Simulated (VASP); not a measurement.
CdSe:

```
Cd Se
1.0
     0.00000    3.11067    3.11067
     3.11067    0.00000    3.11067
     3.11067    3.11067    0.00000
Cd Se
1 1
Cartesian
  0.0000 0.0000 0.0000
  1.5553 1.5553 1.5553
```

Base run:

- Program: VASP 6.6.1
- Functional: PBEsol
- Potentials or basis: VASP PAW PBE potentials, release 64 (Cd, Se)
- Cutoff: 520 eV
- k mesh: 8 × 8 × 8
- Occupations: fermi-dirac, width 0.05 eV
- Spin: no spin polarisation

Its results: band gap on the k mesh 0.35 eV, direct; pressure -2.8 GPa.

Problem. The run is repeated on the same cell with these changes: functional from PBEsol to RPBE. What comes out?

Solution. Band gap on the k mesh 0.64 eV, direct; pressure 1.5 GPa.

RPBE binds less tightly than PBEsol, so the same cell stands under more pressure.

Caveats: the PAW data sets were made with another functional, which shifts forces and pressure a little.

